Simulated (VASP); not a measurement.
Input of a VASP 6.6.1 run:

The input INCAR:

```
PREC = Accurate ; ENCUT = 520
EDIFF = 1E-6 ; ISMEAR = -1
SIGMA = 0.05 ; LREAL = F
LASPH = T ; NELM = 80
ALGO = Fast ; ISIF = 2
LWAVE = F ; LCHARG = F
GGA = PS ; NBANDS = 20
```

File KPOINTS:

```
regular mesh
0
Gamma
  10 10 8
```

POSCAR

```
Ga
1.0
    1.4101245334     -4.1054710295      0.0000000000
    1.4101245334      4.1054710295      0.0000000000
   -0.1197509717      0.0000000000      3.3952387564
Ga
2
Direct
    0.1310000000      0.8690000000      0.7500000000
    0.8690000000      0.1310000000      0.2500000000
```

Potentials or basis: VASP PAW PBE potentials, release 64 (Ga_d).

Run with:

```sh
$ cat potpaw_PBE.64/Ga_d/POTCAR > POTCAR
$ mpirun -np 1 vasp_std > vasp.out
```

Problem. What does it give for the largest force?

Solution. 0.169 eV/Å.

Problem. What does it give for the band gap on the k mesh?

Solution. Zero (band 13 reaches 8.82 eV, above the bottom of band 14 at 0.85 eV).

Stress tensor (GPa, compression positive):
```
-4.02  0.00  0.29
 0.00 -4.26  0.00
 0.29  0.00 -5.16
```

Caveat: the PAW data sets were made with another functional, which shifts forces and pressure a little.
